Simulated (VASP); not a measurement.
Here is a VASP 6.6.1 calculation.

INCAR

```
PREC = Accurate
ENCUT = 520
EDIFF = 1E-6
ISMEAR = 0
SIGMA = 0.1
LREAL = False
LASPH = True
NELM = 100
ALGO = Normal
ISIF = 2
LWAVE = False
LCHARG = False
LDIPOL = True
IDIPOL = 3
DIPOL = 0.5 0.5 0.304
GGA = PE
IVDW = 12
NBANDS = 84
LUSENCCL = False
```

KPOINTS

```
Automatic mesh
0
Gamma
  6 6 1
```

POSCAR

```
Cu12CO
1.0
    5.0393684026      0.0000000000      0.0000000000
   -2.5196842013      4.3642210557      0.0000000000
    0.0000000000      0.0000000000     22.8721942842
Cu O C
12 1 1
Direct
    0.3333333333      0.1666666667      0.1748848383
    0.3333333333      0.6666666667      0.1748848383
    0.8333333333      0.1666666667      0.1748848383
    0.8333333333      0.6666666667      0.1748848383
    0.1666666667      0.3333333333      0.2649977782
    0.1666666667      0.8333333333      0.2649977782
    0.6666666667      0.3333333333      0.2649977782
    0.6666666667      0.8333333333      0.2649977782
    0.0000000000      0.0000000000      0.3551121586
    0.0000000000      0.5000000000      0.3551121586
    0.5000000000      0.0000000000      0.3551121586
    0.5000000000      0.5000000000      0.3551121586
    0.2500000000      0.1666666667      0.5125085131
    0.2500000000      0.1666666667      0.5627879041
```

Potentials or basis: VASP PAW PBE potentials, release 64 (Cu, O, C).

Launch:

```bash
$ cat potpaw_PBE.64/Cu/POTCAR potpaw_PBE.64/O/POTCAR potpaw_PBE.64/C/POTCAR > POTCAR
$ mpirun -np 1 vasp_std > vasp.out
```

Question: What does it give for the largest force?

Answer: 0.736 eV/Å.

Question: Estimate the band gap on the k mesh.

Answer: Zero (bands 71 and 72 overlap by 0.41 eV).

Forces in eV/Å, atoms in the order of the input:
```
Cu   0.000  0.000 -0.051
Cu   0.000  0.000 -0.047
Cu   0.000  0.000 -0.047
Cu   0.000  0.000 -0.047
Cu   0.002 -0.001  0.003
Cu   0.000  0.002  0.003
Cu  -0.002 -0.001  0.003
Cu   0.000  0.000  0.002
Cu  -0.003 -0.003  0.055
Cu  -0.002  0.000  0.056
Cu   0.004 -0.002  0.053
Cu   0.001  0.004  0.054
O    0.000  0.000  0.699
C    0.000  0.000 -0.736
```

With open d or f shells a metallic result of PBE can be an artefact of self-interaction; +U or a hybrid may open a gap.
